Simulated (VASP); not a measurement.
# AlN (P6_3mc) in VASP: a series of runs

AlN is run at these levels: PBE, HSE06; tasks: relaxation of shape and atoms at fixed volume, single point.

All numbers are computed with VASP 6.6.1; they aren't measurements. Logs are shortened: lines on timing, memory, paths and dates and some standing lists are left out, and cuts for length are marked.

**1. The cell of the first run**

It takes space group P6_3mc (No. 186, hexagonal). The conventional cell has a = 3.190 Å, b = 3.190 Å, c = 5.121 Å, α = 90.00°, β = 90.00°, γ = 120.00°. Al (site symmetry 3m) has 4 N at 1.94 to 1.95 Å within 2.6 Å. N (site symmetry 3m) has 4 Al at 1.94 to 1.95 Å within 2.6 Å.

**2. Relaxation of shape and atoms at fixed volume, PBE (11.28 Å³/atom)**

The input, INCAR:

```
SYSTEM = AlN
  ALGO = Normal
  EDIFF = 1E-6
  EDIFFG = -0.01
  ENCUT = 600
  GGA = PE
  IBRION = 2
  ISIF = 4
  ISMEAR = 0
  LASPH = .TRUE.
  LCHARG = .FALSE.
  LREAL = .FALSE.
  LWAVE = .FALSE.
  NELM = 60
  NSW = 50
  PREC = Accurate
  SIGMA = 0.02
```

The input, KPOINTS:

```
k-points
0
G
  12 12 6
  0 0 0
```

The input, POSCAR:

```
AlN
1.0
    3.1900875186      0.0000000000      0.0000000000
   -1.5950437593      2.7626968314      0.0000000000
    0.0000000000      0.0000000000      5.1213904449
Al N
2 2
Direct
    0.3333333333      0.6666666667     -0.0006073871
    0.6666666667      0.3333333333      0.4993926129
    0.3333333333      0.6666666667      0.3806073871
    0.6666666667      0.3333333333      0.8806073871
```

Potentials or basis: VASP PAW PBE potentials, release 64 (Al, N).

The run is started by

```sh
$ cat potpaw_PBE.64/Al/POTCAR potpaw_PBE.64/N/POTCAR > POTCAR
$ mpirun -np 1 vasp_std > vasp.out
```

OUTCAR:

```text
SYSTEM = AlN
   EDIFF = 1E-6
   EDIFFG = -0.01
   ENCUT = 600
   GGA = PE
   IBRION = 2
   ISIF = 4
   ISMEAR = 0
   LASPH = .TRUE.
   LREAL = .FALSE.
   NELM = 60
   NSW = 50
   PREC = Accurate

 ion  position               nearest neighbor table
   1  0.333  0.667  0.999-   4 1.94   4 1.94   4 1.94   3 1.95   2 3.15   2 3.15   2 3.15   2 3.15
                             2 3.15   2 3.15
   2  0.667  0.333  0.499-   3 1.94   3 1.94   3 1.94   4 1.95   1 3.15   1 3.15   1 3.15   1 3.15
                             1 3.15   1 3.15
   3  0.333  0.667  0.381-   2 1.94   2 1.94   2 1.94   1 1.95
   4  0.667  0.333  0.881-   1 1.94   1 1.94   1 1.94   2 1.95

  LATTYP: Found a hexagonal cell.
 ALAT       =     3.1900875186
 C/A-ratio  =     1.6054075053

  Lattice vectors:

 A1 = (   3.1900875186,   0.0000000000,   0.0000000000)
 A2 = (  -1.5950437593,   2.7626968314,   0.0000000000)
 A3 = (   0.0000000000,   0.0000000000,   5.1213904449)

Analysis of symmetry for initial positions (statically):
=====================================================================
 Subroutine PRICEL returns:
 Original cell was already a primitive cell.

 Routine SETGRP: Setting up the symmetry group for a
 hexagonal supercell.

 Subroutine GETGRP returns: Found 12 space group operations
 (whereof  6 operations were pure point group operations)
 out of a pool of 24 trial point group operations.

The static configuration has the point symmetry C_3v.
 The point group associated with its full space group is C_6v.

Analysis of symmetry for dynamics (positions and initial velocities):
=====================================================================
 Subroutine PRICEL returns:
 Original cell was already a primitive cell.

 Routine SETGRP: Setting up the symmetry group for a
 hexagonal supercell.

 Subroutine GETGRP returns: Found 12 space group operations
 (whereof  6 operations were pure point group operations)
 out of a pool of 24 trial point group operations.

The dynamic configuration has the point symmetry C_3v.
 The point group associated with its full space group is C_6v.

 Subroutine INISYM returns: Found 12 space group operations
 (whereof  6 operations are pure point group operations),
 and found     1 'primitive' translations

----------------------------------------------------------------------------------------

                                     Primitive cell

  volume of cell :      45.1361

  direct lattice vectors                    reciprocal lattice vectors
     3.190087519  0.000000000  0.000000000     0.313471024  0.180982580  0.000000000
    -1.595043759  2.762696831  0.000000000     0.000000000  0.361965160  0.000000000
     0.000000000  0.000000000  5.121390445     0.000000000  0.000000000  0.195259473

  length of vectors
     3.190087519  3.190087519  5.121390445     0.361965160  0.361965160  0.195259473

  position of ions in fractional coordinates (direct lattice)
     0.333333333  0.666666667  0.999392613
     0.666666667  0.333333333  0.499392613
     0.333333333  0.666666667  0.380607387
     0.666666667  0.333333333  0.880607387

  ion indices of the primitive-cell ions
   primitive index   ion index
                 1           1
                 2           2
                 3           3
                 4           4

----------------------------------------------------------------------------------------

 KPOINTS: k-points

Automatic generation of k-mesh.
 Grid dimensions read from file:
 generate k-points for:   12   12    6

 Generating k-lattice:

  Cartesian coordinates                     Fractional coordinates (reciprocal lattice)
     0.026122585  0.015081882  0.000000000     0.083333333  0.000000000  0.000000000
     0.000000000  0.030163763  0.000000000     0.000000000  0.083333333  0.000000000
     0.000000000  0.000000000  0.032543246     0.000000000  0.000000000  0.166666667

  Length of vectors
     0.030163763  0.030163763  0.032543246

  Shift w.r.t. Gamma in fractional coordinates (k-lattice)
     0.000000000  0.000000000  0.000000000

 Subroutine IBZKPT returns following result:
 ===========================================

 Found     76 irreducible k-points:

 Following reciprocal coordinates:
            Coordinates               Weight
  0.000000  0.000000  0.000000      1.000000
  0.083333 -0.000000  0.000000      6.000000
  0.166667 -0.000000  0.000000      6.000000
  0.250000  0.000000  0.000000      6.000000
  0.333333  0.000000  0.000000      6.000000
  0.416667  0.000000  0.000000      6.000000
[... 16 lines left out ...]
  0.250000  0.000000  0.166667     12.000000
  0.333333  0.000000  0.166667     12.000000
 [... further k-points ...]
   k-points           NKPTS =     76   k-points in BZ     NKDIM =     76   number of bands    NBANDS=     12
   number of dos      NEDOS =    301   number of ions     NIONS =      4
   total plane-waves  NPLWV =  32928
   dimension x,y,z NGX =    28 NGY =   28 NGZ =   42
   dimension x,y,z NGXF=    56 NGYF=   56 NGZF=   84
   ions per type =               2   2
   NGX,Y,Z   is equivalent  to a cutoff of  14.59, 14.59, 13.63 a.u.
   NGXF,Y,Z  is equivalent  to a cutoff of  29.18, 29.18, 27.27 a.u.
 SYSTEM =  AlN
   PREC   = accura    normal or accurate (medium, high low for compatibility)
   ISTART =      0    job   : 0-new  1-cont  2-samecut
   ICHARG =      2    charge: 1-file 2-atom 10-const
   ISPIN  =      1    spin polarized calculation?
   LNONCOLLINEAR =      F non collinear calculations
   LSORBIT =      F    spin-orbit coupling
   LASPH  =      T    aspherical Exc in radial PAW
   ENCUT  =  600.0 eV  44.10 Ry    6.64 a.u.   6.37  6.37 10.23*2*pi/ulx,y,z
   NELM   =     60;   NELMIN=  2; NELMDL= -5     # of ELM steps
   EDIFF  = 0.1E-05   stopping-criterion for ELM
   LREAL  =      F    real-space projection
   EDIFFG = -.1E-01   stopping-criterion for IOM
   NSW    =     50    number of steps for IOM
   IBRION =      2    ionic relax: 0-MD 1-quasi-New 2-CG
   NFREE  =      1    steps in history (QN), initial steepest desc. (CG)
   ISIF   =      4    stress and relaxation
   ISYM   =      2    0-nonsym 1-usesym 2-fastsym
   POTIM  = 0.5000    time-step for ionic-motion
   TEBEG  =    0.0;   TEEND  =   0.0 temperature during run
   PSTRESS=    0.0 pullay stress
   NELECT =      16.0000    total number of electrons
   NUPDOWN=      -1.0000    fix difference up-down
   EMIN   =  10.00;   EMAX   =-10.00  energy-range for DOS
   EFERMI =   0.00;   METHOD = LEGACY
   ISMEAR =     0;   SIGMA  =   0.02  broadening in eV -4-tet -1-fermi 0-gaus
   EFERMI_NEDOS =   21; number of points for ismear=-14 and -15
   IALGO  =     38    algorithm
   IMIX   =      4    mixing-type and parameters
     AMIX     =   0.40;   BMIX     =  1.00
     AMIX_MAG =   1.60;   BMIX_MAG =  1.00
  volume/ion in A,a.u.               =      11.28        76.15
  Fermi-wavevector in a.u.,A,eV,Ry     =   1.158618  2.189470 18.264400  1.342396
  Thomas-Fermi vector in A             =   2.295218
   LORBIT       =      0    0 simple, 1 ext, 2 COOP (PROOUT), +10 PAW based schemes
   GGA     = PE    functional components
   LHFCALC =     F    Hartree Fock is set to
   AEXX    =    0.0000 exact exchange contribution
   IVDW    =     0    specifies the selected vdW correction
   LEPSILON=     F    determine dielectric tensor
   LRPA    =     F    only Hartree local field effects (RPA)
 conjugate gradient relaxation of ions
 non-spin polarized calculation
 Gauss-broadening in eV      SIGMA  =   0.02
  energy-cutoff  :      600.00
  volume of cell :       45.14
 maximum number of plane-waves:      1530
 NGX is ok and might be reduce to    28
   NGX = 13   NGY = 13   NGZ = 21

--------------------------------------- Ionic step        1  -------------------------------------------

 number of electron      15.9999998 magnetization

 Free energy of the ion-electron system (eV)
  ---------------------------------------------------
  ext. energy  EPLUGINS =         0.00000000
  ---------------------------------------------------
  free energy    TOTEN  =       -29.69656762 eV

  energy without entropy =      -29.69656762  energy(sigma->0) =      -29.69656762

------------------------ aborting loop because EDIFF is reached ----------------------------------------

  FORCE on cell =-STRESS in cart. coord.  units (eV):
  Direction    XX          YY          ZZ          XY          YZ          ZX
  --------------------------------------------------------------------------------------
  -------------------------------------------------------------------------------------
  Total       -2.9709299     -2.9709299     -2.8619964      0.0000000      0.0000000     -0.0000000
  in kB     -105.4579381   -105.4579381   -101.5911689      0.0000000      0.0000000     -0.0000000
  external PRESSURE =    -104.1690150 kB  Pullay stress =       0.0000000 kB
[... 61 lines left out ...]
  energy  without entropy=      -29.6966558950  energy(sigma->0) =      -29.69665590

--------------------------------------- Ionic step        3  -------------------------------------------

 number of electron      15.9999998 magnetization

 Free energy of the ion-electron system (eV)
  ---------------------------------------------------
  ext. energy  EPLUGINS =         0.00000000
  ---------------------------------------------------
  free energy    TOTEN  =       -29.69666682 eV

  energy without entropy =      -29.69666682  energy(sigma->0) =      -29.69666682

 E-fermi :   5.5286     XC(G=0): -10.5778

 val. band max:        5.4051610258   @ k =   0.0000   0.0000   0.0000
 cond. band min:       8.9660536795   @ k =   0.0000   0.0000   0.0000
 fundamental gap:      3.5608926537
 Fermi energy:         5.5285701463

 k-point     1 :       0.0000    0.0000    0.0000
  band No.  band energies     occupation
      1      -9.3051      2.00000
      2      -7.4073      2.00000
      3      -0.2401      2.00000
      4       4.6241      2.00000
      5       4.6241      2.00000
      6       5.2432      2.00000
      7       5.2432      2.00000
      8       5.4052      2.00000
      9       8.9661      0.00000
     10      11.4664      0.00000
     11      15.3968      0.00000
     12      16.0607      0.00000
[... 331 lines left out ...]
 k-point    24 :       0.3333    0.0000    0.1667
  band No.  band energies     occupation
      1      -8.1081      2.00000
      2      -7.0304      2.00000
      3       0.7672      2.00000
      4       1.6523      2.00000
      5       2.2485      2.00000
      6       3.7670      2.00000
      7       4.6644      2.00000
      8       4.8016      2.00000
      9      10.9374      0.00000
     10      11.7997      0.00000
     11      13.3154      0.00000
     12      14.9885      0.00000

 [... further k-points ...]

------------------------ aborting loop because EDIFF is reached ----------------------------------------

  FORCE on cell =-STRESS in cart. coord.  units (eV):
  Direction    XX          YY          ZZ          XY          YZ          ZX
  --------------------------------------------------------------------------------------
  -------------------------------------------------------------------------------------
  Total       -2.9244373     -2.9244373     -2.9500374      0.0000000      0.0000000      0.0000000
  in kB     -103.8076060   -103.8076060   -104.7163241      0.0000000      0.0000000      0.0000000
  external PRESSURE =    -104.1105120 kB  Pullay stress =       0.0000000 kB
[... 19 lines left out ...]
  FREE ENERGIE OF THE ION-ELECTRON SYSTEM (eV)
  ---------------------------------------------------
  free  energy   TOTEN  =       -29.6966668248 eV

  energy  without entropy=      -29.6966668248  energy(sigma->0) =      -29.69666682

 reached required accuracy - stopping structural energy minimisation
```

Wall time 2.5 min (1 thread of Intel Xeon 8259CL, shared host); peak memory 0.2 GiB.

Results:

- Free energy: -29.6967 eV
- Energy gained by relaxing: 0.0 meV/atom
- Ionic steps: 3
- Pressure after relaxing: -10.4 GPa
- Largest force after relaxing: 0.008 eV/Å
- Band gap on the k mesh: 3.56 eV

Forces in eV/Å, atoms in the order of the input:
```
Al   0.000  0.000  0.008
Al   0.000  0.000  0.008
N    0.000  0.000 -0.008
N    0.000  0.000 -0.008
```

Final structure:
```yaml
crystal:
  lattice:
    - [3.18800, 0.00000, 0.00000]
    - [-1.59400, 2.76089, 0.00000]
    - [0.00000, 0.00000, 5.12808]
  atoms:
    - { symbol: Al, position: [0.33333, 0.66667, 0.99958] }
    - { symbol: Al, position: [0.66667, 0.33333, 0.49959] }
    - { symbol: N, position: [0.33333, 0.66667, 0.38042] }
    - { symbol: N, position: [0.66667, 0.33333, 0.88042] }
```

Levels at points of the mesh, in eV from the valence-band top:
| k point | band 4 | band 5 | band 6 | band 7 | band 8 | band 9 | band 10 | band 11 | band 12 |
| --- | --- | --- | --- | --- | --- | --- | --- | --- | --- |
| (0.00, 0.00, 0.00) | -0.78 | -0.78 | -0.16 | -0.16 | 0.00 | 3.56 | 6.06 | 9.99 | 10.66 |
| (0.50, 0.00, 0.00) | -3.98 | -3.15 | -1.94 | -1.65 | -0.64 | 5.59 | 5.63 | 7.54 | 9.74 |
| (0.00, 0.00, 0.50) | -3.21 | -0.48 | -0.48 | -0.48 | -0.48 | 5.84 | 5.84 | 9.70 | 9.70 |
| (0.50, 0.00, 0.50) | -5.28 | -1.36 | -1.36 | -1.29 | -1.29 | 5.05 | 5.05 | 8.80 | 8.80 |

A k mesh can miss the band edges.

**3. Relaxation of shape and atoms at fixed volume, PBE (11.71 Å³/atom)**

This run uses another cell than the first one, of 11.71 Å³/atom.

The input, INCAR:

```
  PREC = Accurate
  ENCUT = 600
  EDIFF = 1E-6
  ISMEAR = 0
  SIGMA = 0.02
  LREAL = F
  LASPH = T
  NELM = 100
  ALGO = Normal
  ISIF = 4
  LWAVE = F
  LCHARG = F
  GGA = PE
  IBRION = 2
  NSW = 50
  EDIFFG = -0.01
```

The input, KPOINTS:

```
Automatic mesh
0
Gamma
  12 12 6
```

The input, POSCAR:

```
AlN
1.0
    3.2279795717      0.0000000000      0.0000000000
   -1.6139897858      2.7955123120      0.0000000000
    0.0000000000      0.0000000000      5.1906093811
Al N
2 2
Direct
    0.3333333333      0.6666666667     -0.0004189004
    0.6666666667      0.3333333333      0.4995810996
    0.3333333333      0.6666666667      0.3804189004
    0.6666666667      0.3333333333      0.8804189004
```

Potentials or basis: VASP PAW PBE potentials, release 64 (Al, N).

The run is started by

```sh
$ cat potpaw_PBE.64/Al/POTCAR potpaw_PBE.64/N/POTCAR > POTCAR
$ mpirun -np 1 vasp_std > vasp.out
```

It took 2.1 min on 1 thread of Intel Xeon 8259CL, shared host; peak memory 0.2 GiB.

It converged, with:

```yaml
Free_energy: -29.5595 eV
Energy_gained_by_relaxing: 0.0 meV/atom
Ionic_steps: 2
Pressure_after_relaxing: -15.6 GPa
Largest_force_after_relaxing: 0.009 eV/Å
Band_gap_on_the_k_mesh: 3.26 eV
```

Forces in eV/Å, atoms in the order of the input:
```
Al   0.000  0.000  0.009
Al   0.000  0.000  0.009
N    0.000  0.000 -0.009
N    0.000  0.000 -0.009
```

Stress tensor (GPa, compression positive):
```
-15.64   0.00   0.00
  0.00 -15.64   0.00
  0.00   0.00 -15.57
```

Final structure:
```xyz
4
Lattice="3.2265 0.0000 0.0000 -1.6133 2.7943 0.0000 0.0000 0.0000 5.1953" Properties=species:S:1:pos:R:3 pbc="T T T"
Al    0.0000    1.8628    5.1938
Al    1.6133    0.9314    2.5962
N     0.0000    1.8628    1.9756
N     1.6133    0.9314    4.5733
```

Levels at points of the mesh, in eV from the valence-band top:
```
           k point  band 5  band 6  band 7  band 8  band 9  band 10  band 11  band 12
(0.00, 0.00, 0.00)   -0.75   -0.15   -0.15    0.00    3.26     5.77     9.71    10.40
(0.50, 0.00, 0.00)   -3.06   -1.88   -1.59   -0.62    5.48     5.54     7.24     9.47
(0.00, 0.00, 0.50)   -0.46   -0.46   -0.46   -0.46    5.55     5.55     9.42     9.42
(0.50, 0.00, 0.50)   -1.32   -1.32   -1.25   -1.25    4.93     4.93     8.57     8.57
```

A k mesh can miss the band edges.

(Part 1 of 2 ends here.)
